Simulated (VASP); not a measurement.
Set up this calculation in VASP 6.6.1, as the native input.

| Quantity | Value |
| --- | --- |
| Task | single point |
| Functional | PBE |
| Potentials or basis | VASP PAW PBE potentials, release 64 (Sc_sv, Ge_d, Ru_pv) |
| Cutoff | 520 eV |
| k mesh | 2 × 3 × 3 |
| Occupations | gaussian, width 0.1 eV |
| Spin | no spin polarisation |
| Dipole correction | no |
| Further INCAR settings | LREAL = Auto; ALGO = Normal; EDIFF = 1e-07; NBANDS = 117 |

The structure of Sc3Ge3Ru2 lies in POSCAR:

```
Sc3Ge3Ru2
1.0
    7.2452340000     -1.2370800000     -1.2093180000
    0.8407140000      6.3833290000      0.6956650000
    0.7166570000     -1.4691620000      6.1215870000
Sc Ge Ru
6 6 4
Direct
    0.7192005814      0.7483106900      0.7734944635
    0.3101686968      0.7867762582      0.0528459176
    0.3813338124     -0.0155063971      0.6806697513
    0.0547129688      0.5280491430      0.8055463511
    0.6691878382      0.3554675372      1.0015725618
    0.2634148627      0.5295354169      0.3926813552
    0.9211439055      0.3461204232      0.3505269208
    0.6008483103      0.7121944425      0.3777588932
    0.6481495279      0.9850409969      0.1048161769
    0.3691204811      0.1604014310      0.2685371262
    0.6245995880      0.3137414926      0.5435333271
    0.0749791778      0.0596571713      0.5504832755
    0.3949428257      0.4698246540      0.7684159190
    0.1819932910      0.2037420974      0.9865321716
    0.9524061804      0.7263947170      0.4464550706
    0.9522682248      0.9243496687      0.1198874398
```

The input as run:

INCAR

```
SYSTEM = Sc3Ge3Ru2
PREC = Accurate
ENCUT = 520
EDIFF = 1E-7
ISMEAR = 0
SIGMA = 0.1
LREAL = Auto
LASPH = .True.
NELM = 80
ALGO = Normal
ISIF = 2
LWAVE = .False.
LCHARG = .True.
GGA = PE
LELF = .True.
LVHAR = .True.
NBANDS = 117
```

KPOINTS

```
regular mesh
0
Gamma
  2 3 3
  0 0 0
```

Potentials or basis: VASP PAW PBE potentials, release 64 (Sc_sv, Ge_d, Ru_pv).

Launch:

```sh
$ cat potpaw_PBE.64/Sc_sv/POTCAR potpaw_PBE.64/Ge_d/POTCAR potpaw_PBE.64/Ru_pv/POTCAR > POTCAR
$ mpirun -np 1 vasp_std > vasp.out
```

It gave:

| Quantity | Value |
| --- | --- |
| Pressure | 4.3 GPa |
| Largest force | 2.057 eV/Å |
| Band gap on the k mesh | zero (bands 103 and 104 overlap by 0.19 eV) |

Caveat: the k points lie up to 0.42 Å⁻¹ apart.

Wall time 16 min on 1 thread of Intel(R) Xeon(R) Platinum 8259CL CPU @ 2.50GHz (Skylake/Cascade Lake), on a shared host, peak memory 0.47 GiB.
